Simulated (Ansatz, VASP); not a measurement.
## BaTiO3: VASP beside Ansatz

```xyz
5
Lattice="3.9032 0.0000 0.0000 0.0000 3.9032 0.0000 0.0000 0.0000 3.9032" Properties=species:S:1:pos:R:3 pbc="T T T"
Ba    1.9516    1.9516    1.9516
Ti    0.0000    0.0000    0.0000
O     1.9516    0.0000    0.0000
O     0.0000    1.9516    0.0000
O     0.0000    0.0000    1.9516
```

Alike in both runs: task single point; functional PBE; k mesh 6 × 6 × 6; no spin polarisation.

```csv
,VASP,Ansatz
version,VASP 6.6.1,Ansatz 0.2.0
potentials or method,"VASP PAW PBE potentials, release 64 (Ba_sv, Ti_sv, O), cutoff 520 eV","plane waves, PAW"
occupations,"gaussian, width 0.01 eV",fixed
valence electrons in the cell,40,40
```

VASP gave:

```
pressure (GPa) : 19.8
```

Q: What did Ansatz give for the same quantities?

A: Pressure (GPa): 17.5.

Spin-orbit coupling is off throughout.
